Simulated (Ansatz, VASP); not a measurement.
# CsGe3 in VASP and in Ansatz

```
Cs Ge
1.0
     5.53822    0.00000    0.00000
    -2.76911    4.79624    0.00000
     0.00000    0.00000    4.05711
Cs Ge
1 3
Direct
  0.00000 0.00000 0.00000
  0.50000 0.00000 0.00000
  0.00000 0.50000 0.00000
  0.50000 0.50000 0.00000
```

Alike in both runs: task relaxation of cell and atoms; functional PBE; k mesh 6 × 6 × 4; occupations gaussian, width 0.1 eV; no spin polarisation.

```csv
,VASP,Ansatz
version,VASP 6.6.1,Ansatz 0.2.0
potentials or method,"VASP PAW PBE potentials, release 64 (Cs_sv, Ge_d), cutoff 600 eV","scalar-relativistic, plane waves, PAW"
valence electrons in the cell,51,51
```

```csv
,VASP,Ansatz,Ansatz less VASP
"gap on the k mesh at the Fermi level, each at its own relaxed structure (eV)",none,none,-
relaxed volume (Å³/atom),29.44,29.29,-0.152
relaxed length of the cell vector where the two differ most in proportion (Å),2.894,2.883,-0.0109
```

A gap of «none» marks a metal or a gap that the smearing closes.

The k mesh is coarse, so the values compare programs but aren't converged. Neither program's run includes spin-orbit coupling.
